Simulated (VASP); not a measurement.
A run of VASP 6.6.1:

INCAR

```
SYSTEM = Be2Si
PREC = Accurate ; ENCUT = 520
EDIFF = 1E-7 ; ISMEAR = 0
SIGMA = 0.1 ; LREAL = .FALSE.
LASPH = .TRUE. ; NELM = 60
ALGO = Fast ; ISIF = 2
LWAVE = .FALSE. ; LCHARG = .TRUE.
GGA = PE ; LELF = .TRUE.
LVHAR = .TRUE. ; NBANDS = 17
```

Contents of KPOINTS:

```
regular mesh
0
G
  16 16 16
  0 0 0
```

POSCAR

```
Be2Si
1.0
   -1.7537298038      1.7537298038      5.4766539494
    1.7537298038     -1.7537298038      5.4766539494
    1.7537298038      1.7537298038     -5.4766539494
Be Si
4 2
Direct
    0.4083832644      0.4083832644      0.0000000000
    0.1583832644      0.6583832644      0.5000000000
    0.3416167356      0.8416167356      0.5000000000
    0.5916167356      0.5916167356      0.0000000000
    0.0000000000      0.0000000000      0.0000000000
    0.7500000000      0.2500000000      0.5000000000
```

Potentials or basis: VASP PAW PBE potentials, release 64 (Be, Si).

Run with:

```console
$ cat potpaw_PBE.64/Be/POTCAR potpaw_PBE.64/Si/POTCAR > POTCAR
$ mpirun -np 1 vasp_std > vasp.out
```

Hardware: 1 thread of Intel(R) Xeon(R) 6975P-C (Granite Rapids), on a shared host.

Problem. Estimate the wall time of this run.

Solution. Run time: 10 min on 1 thread of Intel(R) Xeon(R) 6975P-C (Granite Rapids), on a shared host, peak memory 0.54 GiB. Counts: scf iterations 15, k points 349.
